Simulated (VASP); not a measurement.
# Sb (I4/mmm) in VASP: notebook

Runs on Sb. Level: PBEsol. Tasks: density of states, elastic constants.

All numbers are computed with VASP 6.6.1; they aren't measurements. Logs are shortened: lines on timing, memory, paths and dates and some standing lists are left out, and cuts for length are marked.

### 1 The cell of the first run

The structure is tetragonal, space group I4/mmm (No. 139). Conventional cell: a = 3.153 Å, b = 3.153 Å, c = 5.424 Å, α = 90.00°, β = 90.00°, γ = 90.00°. Within 4.1 Å of Sb (site symmetry 4/mmm) lie 12 Sb at 3.15 to 3.51 Å.

### 2 Density of states, PBEsol

POSCAR reads:

```
Sb
1.0
   -1.5765401831      1.5765401831      2.7119384313
    1.5765401831     -1.5765401831      2.7119384313
    1.5765401831      1.5765401831     -2.7119384313
Sb
1
Direct
    0.0000000000      0.0000000000      0.0000000000
```

INCAR.step1 reads:

```
SYSTEM = Sb
PREC = Accurate
ENCUT = 520
EDIFF = 1E-7
ISMEAR = -1
SIGMA = 0.05
LREAL = .False.
LASPH = .True.
NELM = 60
ALGO = Normal
ISIF = 2
LWAVE = .False.
LCHARG = .True.
GGA = PS
NBANDS = 8
```

KPOINTS.step1 reads:

```
regular mesh
0
Gamma
  12 12 12
  0 0 0
```

INCAR.step2 reads:

```
SYSTEM = Sb
PREC = Accurate
ENCUT = 520
EDIFF = 1E-7
ISMEAR = -5
SIGMA = 0.05
LREAL = .False.
LASPH = .True.
NELM = 60
ALGO = Normal
ISIF = 2
LWAVE = .False.
LCHARG = .False.
GGA = PS
LORBIT = 11
NEDOS = 2001
ICHARG = 11
```

KPOINTS.step2 reads:

```
regular mesh
0
Gamma
  18 18 18
  0 0 0
```

Potentials or basis: VASP PAW PBE potentials, release 64 (Sb).

Launch:

```bash
> cat potpaw_PBE.64/Sb/POTCAR > POTCAR
> cp INCAR.step1 INCAR
> cp KPOINTS.step1 KPOINTS
> mpirun -np 1 vasp_std > vasp.out
> cp INCAR.step2 INCAR
> cp KPOINTS.step2 KPOINTS
> mpirun -np 1 vasp_std > vasp.out
```

OUTCAR:

```text
SYSTEM = Sb
   PREC = Accurate
   ENCUT = 520
   EDIFF = 1E-7
   ISMEAR = -5
   LREAL = .False.
   LASPH = .True.
   NELM = 60
   ISIF = 2
   GGA = PS
   LORBIT = 11
   ICHARG = 11

 ion  position               nearest neighbor table
   1  0.000  0.000  0.000-

  LATTYP: Found a body centered tetragonal cell.
 ALAT       =     3.1530803662
 C/A-ratio  =     1.7201835135

  Lattice vectors:

 A1 = (  -1.5765401831,   1.5765401831,   2.7119384313)
 A2 = (   1.5765401831,  -1.5765401831,   2.7119384313)
 A3 = (   1.5765401831,   1.5765401831,  -2.7119384313)

Analysis of symmetry for initial positions (statically):
=====================================================================
 Subroutine PRICEL returns:
 Original cell was already a primitive cell.

 Routine SETGRP: Setting up the symmetry group for a
 body centered tetragonal supercell.

 Subroutine GETGRP returns: Found 16 space group operations
 (whereof 16 operations were pure point group operations)
 out of a pool of 16 trial point group operations.

The static configuration has the point symmetry D_4h.

Analysis of symmetry for dynamics (positions and initial velocities):
=====================================================================
 Subroutine PRICEL returns:
 Original cell was already a primitive cell.

 Routine SETGRP: Setting up the symmetry group for a
 body centered tetragonal supercell.

 Subroutine GETGRP returns: Found 16 space group operations
 (whereof 16 operations were pure point group operations)
 out of a pool of 16 trial point group operations.

The dynamic configuration has the point symmetry D_4h.

 Subroutine INISYM returns: Found 16 space group operations
 (whereof 16 operations are pure point group operations),
 and found     1 'primitive' translations

----------------------------------------------------------------------------------------

                                     Primitive cell

  volume of cell :      26.9619

  direct lattice vectors                    reciprocal lattice vectors
    -1.576540183  1.576540183  2.711938431     0.000000000  0.317150178  0.184369967
     1.576540183 -1.576540183  2.711938431     0.317150178  0.000000000  0.184369967
     1.576540183  1.576540183 -2.711938431     0.317150178  0.317150178  0.000000000

  length of vectors
     3.510778824  3.510778824  3.510778824     0.366846726  0.366846726  0.448518083

  position of ions in fractional coordinates (direct lattice)
     0.000000000  0.000000000  0.000000000

  ion indices of the primitive-cell ions
   primitive index   ion index
                 1           1

----------------------------------------------------------------------------------------

 KPOINTS: regular mesh

Automatic generation of k-mesh.
 Grid dimensions read from file:
 generate k-points for:   18   18   18

 Generating k-lattice:

  Cartesian coordinates                     Fractional coordinates (reciprocal lattice)
     0.000000000  0.017619454  0.010242776     0.055555556  0.000000000  0.000000000
     0.017619454  0.000000000  0.010242776     0.000000000  0.055555556  0.000000000
     0.017619454  0.017619454  0.000000000     0.000000000  0.000000000  0.055555556

  Length of vectors
     0.020380374  0.020380374  0.024917671

  Shift w.r.t. Gamma in fractional coordinates (k-lattice)
     0.000000000  0.000000000  0.000000000

 TETIRR: Found   7414 inequivalent tetrahedra from    34992

 Subroutine IBZKPT returns following result:
 ===========================================

 Found    480 irreducible k-points:

 Following reciprocal coordinates:
            Coordinates               Weight
  0.000000  0.000000  0.000000      1.000000
  0.055556  0.000000 -0.000000      8.000000
  0.111111  0.000000 -0.000000      8.000000
  0.166667 -0.000000  0.000000      8.000000
  0.222222  0.000000  0.000000      8.000000
  0.277778  0.000000  0.000000      8.000000
[... 16 lines left out ...]
 -0.277778  0.055556  0.000000     16.000000
 -0.222222  0.055556 -0.000000     16.000000
 [... further k-points ...]
   k-points           NKPTS =    480   k-points in BZ     NKDIM =    480   number of bands    NBANDS=      6
   number of dos      NEDOS =   2001   number of ions     NIONS =      1
   total plane-waves  NPLWV =  21952
   dimension x,y,z NGX =    28 NGY =   28 NGZ =   28
   dimension x,y,z NGXF=    56 NGYF=   56 NGZF=   56
   ions per type =               1
   NGX,Y,Z   is equivalent  to a cutoff of  13.26, 13.26, 13.26 a.u.
   NGXF,Y,Z  is equivalent  to a cutoff of  26.52, 26.52, 26.52 a.u.
 SYSTEM =  Sb
   PREC   = accura    normal or accurate (medium, high low for compatibility)
   ISTART =      0    job   : 0-new  1-cont  2-samecut
   ICHARG =     11    charge: 1-file 2-atom 10-const
   ISPIN  =      1    spin polarized calculation?
   LNONCOLLINEAR =      F non collinear calculations
   LSORBIT =      F    spin-orbit coupling
   LASPH  =      T    aspherical Exc in radial PAW
   ENCUT  =  520.0 eV  38.22 Ry    6.18 a.u.   6.53  6.53  6.53*2*pi/ulx,y,z
   NELM   =     60;   NELMIN=  2; NELMDL=  0     # of ELM steps
   EDIFF  = 0.1E-06   stopping-criterion for ELM
   LREAL  =      F    real-space projection
   EDIFFG = 0.1E-05   stopping-criterion for IOM
   NSW    =      0    number of steps for IOM
   IBRION =     -1    ionic relax: 0-MD 1-quasi-New 2-CG
   NFREE  =      0    steps in history (QN), initial steepest desc. (CG)
   ISIF   =      2    stress and relaxation
   ISYM   =      2    0-nonsym 1-usesym 2-fastsym
   POTIM  = 0.5000    time-step for ionic-motion
   TEBEG  =    0.0;   TEEND  =   0.0 temperature during run
   PSTRESS=    0.0 pullay stress
   NELECT =       5.0000    total number of electrons
   NUPDOWN=      -1.0000    fix difference up-down
   EMIN   =  10.00;   EMAX   =-10.00  energy-range for DOS
   EFERMI =   0.00;   METHOD = LEGACY
   ISMEAR =    -5;   SIGMA  =   0.05  broadening in eV -4-tet -1-fermi 0-gaus
   EFERMI_NEDOS =   21; number of points for ismear=-14 and -15
   IALGO  =     38    algorithm
   IMIX   =      4    mixing-type and parameters
     AMIX     =   0.40;   BMIX     =  1.00
     AMIX_MAG =   1.60;   BMIX_MAG =  1.00
  volume/ion in A,a.u.               =      26.96       181.95
  Fermi-wavevector in a.u.,A,eV,Ry     =   0.933573  1.764197 11.858269  0.871558
  Thomas-Fermi vector in A             =   2.060288
   LORBIT       =     11    0 simple, 1 ext, 2 COOP (PROOUT), +10 PAW based schemes
   GGA     = PS    functional components
   LHFCALC =     F    Hartree Fock is set to
   AEXX    =    0.0000 exact exchange contribution
   IVDW    =     0    specifies the selected vdW correction
   LEPSILON=     F    determine dielectric tensor
   LRPA    =     F    only Hartree local field effects (RPA)
 non-spin polarized calculation
 Fermi weights with tetrahedron method with Bloechl corrections
  energy-cutoff  :      520.00
  volume of cell :       26.96
 maximum number of plane-waves:       748
 NGX is ok and might be reduce to    28

 number of electron       5.0000000 magnetization

 Free energy of the ion-electron system (eV)
  ---------------------------------------------------
  ext. energy  EPLUGINS =         0.00000000
  ---------------------------------------------------
  free energy    TOTEN  =        -4.30933944 eV

  energy without entropy =       -4.30933944  energy(sigma->0) =       -4.30933944

 E-fermi :   8.3786     XC(G=0): -10.3173

 val. band max:        8.5885231907   @ k =  -0.3333   0.2222   0.0556
 cond. band min:       8.2775585418   @ k =  -0.3333  -0.3889   0.1111
 fundamental gap:     -0.3109646489
 Fermi energy:         8.3785683027

 k-point     1 :       0.0000    0.0000    0.0000
  band No.  band energies     occupation
      1      -4.5946      2.00000
      2      13.0062      0.00000
      3      13.7967      0.00000
      4      13.7967      0.00000
      5      17.7776      0.00000
      6      19.0305      0.00000

 k-point     2 :       0.0556    0.0000   -0.0000
  band No.  band energies     occupation
      1      -4.5326      2.00000
      2      12.7508      0.00000
      3      13.2983      0.00000
      4      13.7824      0.00000
      5      17.8285      0.00000
      6      18.1822      0.00000

 k-point     3 :       0.1111    0.0000   -0.0000
  band No.  band energies     occupation
      1      -4.3471      2.00000
      2      11.6419      0.00000
      3      12.6541      0.00000
      4      13.7466      0.00000
      5      17.1140      0.00000
      6      18.0622      0.00000

 k-point     4 :       0.1667   -0.0000    0.0000
  band No.  band energies     occupation
      1      -4.0392      2.00000
      2      10.0599     -0.02055
      3      12.1129      0.00000
      4      13.7052      0.00000
      5      16.3942      0.00000
      6      17.9014      0.00000

 k-point     5 :       0.2222    0.0000    0.0000
  band No.  band energies     occupation
      1      -3.6121      2.00000
      2       8.4141      0.93099
      3      11.5795      0.00000
      4      13.6745      0.00000
      5      15.7974      0.00000
      6      17.7856      0.00000
[... 136 lines left out ...]
 k-point    21 :      -0.3889    0.0556   -0.0000
  band No.  band energies     occupation
      1      -1.8528      2.00000
      2       4.3696      2.00000
      3      10.3414      0.00000
      4      13.3469      0.00000
      5      14.9122      0.00000
      6      17.9725      0.00000

 k-point    22 :      -0.3333    0.0556    0.0000
  band No.  band energies     occupation
      1      -2.5421      2.00000
      2       5.7299      2.00000
      3      10.6739      0.00000
      4      13.3788      0.00000
      5      15.1812      0.00000
      6      18.2135      0.00000

 k-point    23 :      -0.2778    0.0556    0.0000
  band No.  band energies     occupation
      1      -3.1577      2.00000
      2       7.2414      2.09208
      3      11.1011      0.00000
      4      13.4092      0.00000
      5      15.5429      0.00000
      6      18.3153      0.00000

 k-point    24 :      -0.2222    0.0556   -0.0000
  band No.  band energies     occupation
      1      -3.6705      2.00000
      2       8.8483      0.25884
      3      11.5964      0.00000
      4      13.4408      0.00000
      5      15.9894      0.00000
      6      18.2951      0.00000

 [... further k-points ...]
[... 5 lines left out ...]
  --------------------------------------------------------------------------------------
  -------------------------------------------------------------------------------------
  Total       -0.1440190     -0.1440190     -0.1908629      0.0000000      0.0000000      0.0000000
  in kB       -8.5581634     -8.5581634    -11.3418030      0.0000000      0.0000000      0.0000000
  external PRESSURE =      -9.4860432 kB  Pullay stress =       0.0000000 kB

 VOLUME and BASIS-vectors are now :
 -----------------------------------------------------------------------------
  energy-cutoff  :      520.00
  volume of cell :       26.96
      direct lattice vectors                 reciprocal lattice vectors
    -1.576540183  1.576540183  2.711938431     0.000000000  0.317150178  0.184369967
     1.576540183 -1.576540183  2.711938431     0.317150178  0.000000000  0.184369967
     1.576540183  1.576540183 -2.711938431     0.317150178  0.317150178  0.000000000

 POSITION                                       TOTAL-FORCE (eV/Angst)
 -----------------------------------------------------------------------------------
      0.00000      0.00000      0.00000        -0.000000      0.000000      0.000000
 -----------------------------------------------------------------------------------
    total drift:                               -0.000000      0.000000      0.000000

  FREE ENERGIE OF THE ION-ELECTRON SYSTEM (eV)
  ---------------------------------------------------
  free  energy   TOTEN  =        -4.3093394373 eV

  energy  without entropy=       -4.3093394373  energy(sigma->0) =       -4.30933944

 total charge

# of ion       s       p       d       tot
------------------------------------------
    1        1.252   1.048   0.040   2.340
```

It took 54 s on 1 thread of Intel Xeon 6975P-C (Granite Rapids), shared host; peak memory 0.21 GiB.

Results:

* Valence electrons inside the program's atomic spheres: Sb 2.34

Caveat: the PAW data sets were made with another functional, which shifts forces and pressure a little; spin-orbit coupling is left out, which moves the levels of the heavy elements; tetrahedron occupations give inexact forces and stress in metals.

### 3 Elastic constants, PBEsol

INCAR reads:

```
SYSTEM = Sb
PREC = Accurate
ENCUT = 600
EDIFF = 1E-8
ISMEAR = -1
SIGMA = 0.05
LREAL = .False.
LASPH = .True.
NELM = 60
ALGO = Normal
ISIF = 3
LWAVE = .False.
LCHARG = .False.
GGA = PS
NBANDS = 8
IBRION = 6
NFREE = 2
POTIM = 0.015
NSW = 1
```

KPOINTS reads:

```
regular mesh
0
Gamma
  9 9 9
  0 0 0
```

POSCAR is that of step 2.

Potentials or basis: VASP PAW PBE potentials, release 64 (Sb).

Launch:

```bash
> cat potpaw_PBE.64/Sb/POTCAR > POTCAR
> mpirun -np 1 vasp_std > vasp.out
```

OUTCAR:

```text
SYSTEM = Sb
   PREC = Accurate
   ENCUT = 600
   EDIFF = 1E-8
   ISMEAR = -1
   LREAL = .False.
   LASPH = .True.
   NELM = 60
   ISIF = 3
   GGA = PS
   IBRION = 6
   NFREE = 2
   POTIM = 0.015
   NSW = 1

 ion  position               nearest neighbor table
   1  0.000  0.000  0.000-

  LATTYP: Found a body centered tetragonal cell.
 ALAT       =     3.1530803662
 C/A-ratio  =     1.7201835135

  Lattice vectors:

 A1 = (  -1.5765401831,   1.5765401831,   2.7119384313)
 A2 = (   1.5765401831,  -1.5765401831,   2.7119384313)
 A3 = (   1.5765401831,   1.5765401831,  -2.7119384313)

Analysis of symmetry for initial positions (statically):
=====================================================================
[... 669 lines left out ...]
  z     0.00000    -0.00000     0.00000     0.00000    -0.00000     0.00000

 INTERNAL STRAIN TENSORS FROM DISPLACED ATOMS
 ============================================

 INTERNAL STRAIN TENSOR FOR ION    1 for displacements in x,y,z  (eV/Angst):
          X           Y           Z          XY          YZ          ZX
  --------------------------------------------------------------------------------
  x     0.00000     0.00000     0.00000     0.00000     0.00000     0.00000
  y     0.00000     0.00000     0.00000     0.00000     0.00000     0.00000
  z     0.00000     0.00000     0.00000     0.00000     0.00000     0.00000

 Eigenvectors and eigenvalues of the dynamical matrix
 ----------------------------------------------------

   1 f/i=    0.000000 THz     0.000000 2PiTHz    0.000000 cm-1     0.000000 meV
             X         Y         Z           dx          dy          dz
      0.000000  0.000000  0.000000     0.707107   -0.707107    0.000000

   2 f/i=    0.000000 THz     0.000000 2PiTHz    0.000000 cm-1     0.000000 meV
             X         Y         Z           dx          dy          dz
      0.000000  0.000000  0.000000     0.707107    0.707107    0.000000

   3 f/i=    0.000000 THz     0.000000 2PiTHz    0.000000 cm-1     0.000000 meV
             X         Y         Z           dx          dy          dz
      0.000000  0.000000  0.000000     0.000000    0.000000    1.000000

--------------------------------------------------------------------------------------------------------

 ELASTIC MODULI CONTR FROM IONIC RELAXATION (kBar)
 Direction    XX          YY          ZZ          XY          YZ          ZX
 --------------------------------------------------------------------------------
 XX           0.0000      0.0000      0.0000      0.0000      0.0000      0.0000
 YY           0.0000      0.0000      0.0000      0.0000      0.0000      0.0000
 ZZ           0.0000      0.0000      0.0000      0.0000      0.0000      0.0000
 XY           0.0000      0.0000      0.0000      0.0000      0.0000      0.0000
 YZ           0.0000      0.0000      0.0000      0.0000      0.0000      0.0000
 ZX           0.0000      0.0000      0.0000      0.0000      0.0000      0.0000
 --------------------------------------------------------------------------------

 TOTAL ELASTIC MODULI (kBar)
 Direction    XX          YY          ZZ          XY          YZ          ZX
 --------------------------------------------------------------------------------
 XX        1481.2535    116.0582    493.4307      0.0000     -0.0000     -0.0000
 YY         116.0582   1481.2535    493.4307      0.0000      0.0000     -0.0000
 ZZ         493.4307    493.4307    611.8548      0.0000      0.0000     -0.0000
 XY           0.0000      0.0000      0.0000   -139.7974      0.0000      0.0000
 YZ          -0.0000      0.0000      0.0000      0.0000    -70.3624      0.0000
 ZX          -0.0000     -0.0000     -0.0000      0.0000      0.0000    -70.3624
 --------------------------------------------------------------------------------
```

OSZICAR:

```text
N       E                     dE             d eps       ncg     rms          rms(c)
DAV:   1     0.537153707194E+01    0.53715E+01   -0.18084E+03  1200   0.468E+02
DAV:   2    -0.422363894938E+01   -0.95952E+01   -0.92701E+01  1728   0.550E+01
DAV:   3    -0.433420460637E+01   -0.11057E+00   -0.10975E+00  1496   0.660E+00
[... 163 lines left out ...]
DAV:   1    -0.432644541573E+01    0.33921E-03   -0.23301E-01  1232   0.251E+00    0.287E-02
DAV:   2    -0.432678372671E+01   -0.33831E-03   -0.33591E-03  1640   0.469E-01    0.165E-02
DAV:   3    -0.432678469648E+01   -0.96978E-06   -0.67918E-06  1648   0.210E-02    0.471E-03
DAV:   4    -0.432678461713E+01    0.79356E-07   -0.56562E-07  1592   0.475E-03    0.500E-04
DAV:   5    -0.432678461649E+01    0.64230E-09   -0.63820E-08  1584   0.126E-03
  17 F= -.43267846E+01 E0= -.43234925E+01  d E =-.658425E-02
```

Wall time 4 min (1 thread of Intel Xeon 6975P-C (Granite Rapids), shared host); peak memory 0.27 GiB.

Results:

| Quantity | Value |
| --- | --- |
| Voigt bulk modulus | 64 GPa |

Elastic tensor in Voigt notation (GPa, in the Cartesian axes of the cell as first typed):
```
148  12  49   0   0   0
 12 148  49   0   0   0
 49  49  61   0   0   0
  0   0   0  -7   0   0
  0   0   0   0  -7   0
  0   0   0   0   0 -14
```

Clamped-ion elastic tensor (GPa):
```
148  12  49   0   0   0
 12 148  49   0   0   0
 49  49  61   0   0   0
  0   0   0  -7   0   0
  0   0   0   0  -7   0
  0   0   0   0   0 -14
```

Caveat: the cell is under stress, which shifts elastic constants; the elastic tensor has a negative eigenvalue, so either the cell is unstable as it stands or the mesh is too thin; the PAW data sets were made with another functional, which shifts forces and pressure a little; spin-orbit coupling is left out, which moves the levels of the heavy elements.
